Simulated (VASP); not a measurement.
Here is a VASP 6.6.1 calculation.

INCAR

```
SYSTEM = Pt
PREC = Accurate
ENCUT = 520
EDIFF = 1E-6
ISMEAR = 0
SIGMA = 0.15
LREAL = .False.
LASPH = .True.
NELM = 100
ALGO = Fast
ISIF = 2
LWAVE = .False.
LCHARG = .False.
GGA = PE
NBANDS = 39
LUSENCCL = .False.
```

The input KPOINTS:

```
Automatic mesh
0
Gamma
  14 14 5
  0 0 0
```

Contents of POSCAR:

```
Pt
1.0
   -3.1627959429      0.0000000000      0.0000000000
    0.0000000000     -3.1627959429      0.0000000000
   -0.5271326571     -0.5271326571      9.4883878288
Pt
6
Direct
    0.4861138889      0.4861138889      0.0833166667
   -0.1527750000     -0.1527750000      0.9166500000
    0.4305583333      0.4305583333      0.4166500000
   -0.0416638889     -0.0416638889      0.2499833333
    0.3750027778      0.3750027778      0.7499833333
   -0.0972194444     -0.0972194444      0.5833166667
```

Potentials or basis: VASP PAW PBE potentials, release 64 (Pt).

Command:

```sh
$ cat potpaw_PBE.64/Pt/POTCAR > POTCAR
$ mpirun -np 1 vasp_std > vasp.out
```

Task: Estimate the band gap on the k mesh.

Result: Zero (bands 30 and 31 overlap by 0.83 eV).

Task: What does it give for the pressure?

Result: 10.6 GPa.

Task: What does it give for the largest force?

Result: 8.310 eV/Å.

Forces on the atoms (eV/Å):
```
Pt   4.098  4.098  5.956
Pt  -4.098 -4.098 -5.956
Pt   0.038  0.038 -0.050
Pt   0.026  0.026  0.209
Pt  -0.026 -0.026 -0.209
Pt  -0.038 -0.038  0.050
```

Caveat: the stress differs along the axes, from 7 to 17 GPa; spin-orbit coupling is left out, which moves the levels of the heavy elements; forces of over 1 eV/Å act on the atoms, so gaps and moduli don't describe the material at rest.
